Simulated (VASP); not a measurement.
The system is MnF2.

```xyz
6
Lattice="4.8738 0.0000 0.0000 0.0000 4.8738 0.0000 0.0000 0.0000 3.3107" Properties=species:S:1:pos:R:3 pbc="T T T"
Mn    0.0000    0.0000    0.0000
Mn    2.4369    2.4369    1.6554
F     1.4880    1.4880    0.0000
F     0.9489    3.9249    1.6554
F     3.3858    3.3858    0.0000
F     3.9249    0.9489    1.6554
```

Base run:

| Property | Result |
| --- | --- |
| Program | VASP 6.6.1 |
| Functional | PBE |
| Potentials or basis | VASP PAW PBE potentials, release 64 (Mn_pv, F) |
| Cutoff | 520 eV |
| k mesh | 6 × 6 × 8 |
| Occupations | fermi-dirac, width 0.05 eV |
| Spin | no spin polarisation |

Its results: band gap on the k mesh zero (bands 27 and 28 overlap by 0.19 eV); pressure -15.7 GPa; largest force 0.031 eV/Å.

Problem. The run is repeated on the same cell with these changes: further incar settings from ALGO = Normal; EDIFF = 1e-06; NBANDS = 36 to ALGO = Normal; EDIFF = 1e-07; NBANDS = 36; hubbard terms from none to Mn d U = 4.0 eV. What comes out?

Solution. Band gap on the k mesh zero (bands 27 and 28 overlap by 0.26 eV); pressure -11.1 GPa; largest force 0.039 eV/Å.

Caveats: the cell stands under tension; the run has no spin polarisation, though such a crystal can be magnetic; semilocal functionals often make such compounds metallic where correlation or magnetic order opens a gap, which also shifts bond lengths (at least some runs); U without spin polarisation on a metal has little footing (at least some runs).
